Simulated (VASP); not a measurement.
AlRu, 6 atoms in the cell. The cell holds a slab with vacuum, 6 atoms: a = 3.004 Å, b = 4.249 Å, c = 20.249 Å, α = 90.00°, β = 90.00°, γ = 90.00°. 

- Program: VASP 6.6.1
- Task: single point
- Functional: PBE
- Potentials or basis: VASP PAW PBE potentials, release 64 (Ru_pv, Al)
- Cutoff: 520 eV
- k mesh: 12 × 9 × 1
- Occupations: fermi-dirac, width 0.1 eV
- Spin: no spin polarisation
- Dipole correction: yes
- Further INCAR settings: ALGO = Normal; EDIFF = 1e-06; NBANDS = 34

Potentials or basis: VASP PAW PBE potentials, release 64 (Ru_pv, Al).

Launch:

```console
$ cat potpaw_PBE.64/Ru_pv/POTCAR potpaw_PBE.64/Al/POTCAR > POTCAR
$ mpirun -np 1 vasp_std > vasp.out
```

Hardware: 1 thread of Oxide Virtual Turin-like Processor, with other jobs on the host.

Task: Estimate the wall time of this run.

Result: Wall time 13 min on 1 thread of Oxide Virtual Turin-like Processor (shared host), peak memory 0.46 GiB. Counts: scf iterations 24, k points 35.
